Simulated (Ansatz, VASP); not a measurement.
One calculation of PbSe, two programs

```
CELL_PARAMETERS angstrom
0.00000 3.05150 3.05150
3.05150 0.00000 3.05150
3.05150 3.05150 0.00000
ATOMIC_POSITIONS crystal
Pb 0.00000 0.00000 0.00000
Se 0.50000 0.50000 0.50000
```

Alike in both runs: task single point; functional PBEsol; k mesh 6 × 6 × 6; occupations gaussian, width 0.01 eV; no spin polarisation.

```csv
,VASP,Ansatz
version,VASP 6.6.1,Ansatz 0.2.0
potentials or method,"VASP PAW PBE potentials, release 64 (Pb_d, Se), cutoff 500 eV","scalar-relativistic, plane waves, PAW"
valence electrons in the cell,20,30
```

VASP gave:

```
gap on the k mesh at the Fermi level (eV) : 0.17
least direct gap on the mesh (eV)         : 0.17
pressure (GPa)                            : -0.1
```

**Question.** Which values does Ansatz return?

**Answer.** gap on the k mesh at the Fermi level (eV): 0.18; least direct gap on the mesh (eV): 0.18; pressure (GPa): -0.1.

VASP's potentials were made for PBE, not for PBEsol, and Ansatz warns of the same on its side. The functional is the same, so the differences come from potentials, cutoffs and numerics. VASP's potentials hold 20 valence electrons a cell and Ansatz's 30, so a difference there can come from the potentials and not from the codes.

Spin-orbit coupling is off throughout.
